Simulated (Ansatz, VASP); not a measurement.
## Two plane-wave programs on TaN

File INCAR:

```
SYSTEM = TaN
PREC = Accurate
ENCUT = 600
EDIFF = 1E-6
ISMEAR = 0
SIGMA = 0.15
LREAL = .False.
LASPH = .True.
NELM = 120
ALGO = Normal
ISIF = 2
LWAVE = .False.
LCHARG = .False.
GGA = PS
NBANDS = 16
GGA_COMPAT = .False.
```

The input KPOINTS:

```
regular mesh
0
Gamma
  20 20 20
  0 0 0
```

POSCAR

```
TaN
1.0
   -0.2300298811      2.0702689302      2.0702689302
    2.0702689302     -0.2300298811      2.0702689302
    2.0702689302      2.0702689302     -0.2300298811
Ta N
1 1
Direct
    0.5000000000      0.5000000000      0.5000000000
    0.0000000000      0.0000000000      0.0000000000
```

Input for Ansatz:

```yaml
crystal:
  lattice:
    - [-0.2300298811, 2.0702689302, 2.0702689302]
    - [2.0702689302, -0.2300298811, 2.0702689302]
    - [2.0702689302, 2.0702689302, -0.2300298811]
  atoms:
    - { symbol: Ta, position: [0.5, 0.5, 0.5] }
    - { symbol: "N", position: [0.0, 0.0, 0.0] }
basis:
  ecutwfc: 420
kpoints:
  mp_grid: { grid: [20, 20, 20] }
hamiltonian:
  xc: pbesol
scf:
  occupations: { method: gaussian, width: 0.15 }
output:
  forces: true
  stress: true
  eigenvalues: true
```

Alike in both runs: task single point; functional PBEsol; k mesh 20 × 20 × 20; occupations gaussian, width 0.15 eV; no spin polarisation.

|  | VASP | Ansatz |
| --- | --- | --- |
| version | VASP 6.6.1 | Ansatz 0.2.0 |
| potentials or method | VASP PAW PBE potentials, release 64 (Ta_sv_GW, N), cutoff 600 eV | scalar-relativistic, plane waves, PAW |
| valence electrons in the cell | 18 | 18 |

```csv
,VASP,Ansatz,Ansatz less VASP
gap on the k mesh at the Fermi level (eV),none,none,-
pressure (GPa),5.2,5.1,-0.07
"traceless stress, the component that is largest in VASP (GPa)",9.90,9.93,+0.032
```

VASP's potentials were made for PBE, not for PBEsol. A gap of «none» marks a metal or a gap that the smearing closes.

Neither program's run includes spin-orbit coupling.
